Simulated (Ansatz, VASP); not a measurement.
# Two plane-wave programs on Pb

```
Pb
1.0
     0.00000    2.66738    2.46980
     2.66738    0.00000    2.46980
     2.66738    2.66738    0.00000
Pb
1
Direct
  0.00000 0.00000 0.00000
```

Change from the starting cell: strain +0.080 along x and y, +0.000 along z, atoms carried along.

Alike in both runs: task single point; functional PBE; k mesh 16 × 16 × 16; occupations gaussian, width 0.15 eV; no spin polarisation.

|  | VASP | Ansatz |
| --- | --- | --- |
| version | VASP 6.6.1 | Ansatz 0.2.0 |
| potentials or method | VASP PAW PBE potentials, release 64 (Pb_d), cutoff 520 eV | scalar-relativistic, plane waves, PAW |
| valence electrons in the cell | 14 | 14 |

Ansatz gave:

- gap on the k mesh at the Fermi level (eV): none
- pressure (GPa): -2.9
- traceless stress, the component that is largest in VASP (GPa): 0.46

Task: What did VASP give for the same quantities?

Result: gap on the k mesh at the Fermi level (eV): none; pressure (GPa): -3.0; traceless stress, the component that is largest in VASP (GPa): 0.46.

A gap of «none» marks a metal or a gap that the smearing closes. With one functional, cell and mesh, what is left measures potentials, basis and numerics.

Neither program's run includes spin-orbit coupling.
